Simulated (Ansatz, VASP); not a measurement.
Rb in VASP and in Ansatz

```
Rb
1.0
     5.02308    0.00000    0.00000
    -2.51154    4.35011    0.00000
     0.00000    0.00000    8.34683
Rb
2
Direct
  0.33333 0.66667 0.25000
  0.66667 0.33333 0.75000
```

Alike in both runs: functional PBE; k mesh 9 × 9 × 6; occupations gaussian, width 0.1 eV; no spin polarisation.

Ansatz relaxed the structure, and its values are those at the end. VASP's run is a single point on that final structure, the one shown.

```csv
,VASP,Ansatz
version,VASP 6.6.1,Ansatz 0.2.0
potentials or method,"VASP PAW PBE potentials, release 64 (Rb_sv), cutoff 520 eV","scalar-relativistic, plane waves, PAW"
valence electrons in the cell,18,18
```

|  | VASP | Ansatz | Ansatz less VASP |
| --- | --- | --- | --- |
| gap on the k mesh at the Fermi level (eV) | none | none | - |
| pressure (GPa) | 0.0 | 0.0 | 0.00 |

A gap of «none» marks a metal or a gap that the smearing closes.
